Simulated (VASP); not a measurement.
Input of a VASP 6.6.1 run:

The input INCAR:

```
  PREC = Accurate
  ENCUT = 520
  EDIFF = 1E-6
  ISMEAR = -1
  SIGMA = 0.05
  LREAL = F
  LASPH = T
  NELM = 100
  ALGO = Fast
  ISIF = 2
  LWAVE = F
  LCHARG = F
  GGA = PS
  NBANDS = 18
```

The input KPOINTS:

```
regular mesh
0
Gamma
  10 10 4
```

Contents of POSCAR:

```
Al3Cu
1.0
    2.7408548069      0.0000000000      0.0000000000
    0.0000000000      2.7408548069      0.0000000000
    0.0000000000      0.0000000000      7.4118584836
Cu Al
1 3
Direct
    0.0000000000      0.0000000000      0.0000000000
    0.5000000000      0.5000000000      0.7738844900
    0.5000000000      0.5000000000      0.2261155100
    0.0000000000      0.0000000000      0.5000000000
```

Potentials or basis: VASP PAW PBE potentials, release 64 (Cu, Al).

Launch:

```bash
$ cat potpaw_PBE.64/Cu/POTCAR potpaw_PBE.64/Al/POTCAR > POTCAR
$ mpirun -np 1 vasp_std > vasp.out
```

**Question.** What does it give for the pressure?

**Answer.** 6.1 GPa.

**Question.** Estimate the band gap on the k mesh.

**Answer.** Zero (band 10 reaches 13.43 eV, above the bottom of band 11 at 7.14 eV).

**Question.** What does it give for the largest force?

**Answer.** 0.128 eV/Å.

Stress tensor (GPa, compression positive):
```
5.66 0.00 0.00
0.00 5.66 0.00
0.00 0.00 6.99
```

Caveat: the PAW data sets were made with another functional, which shifts forces and pressure a little.
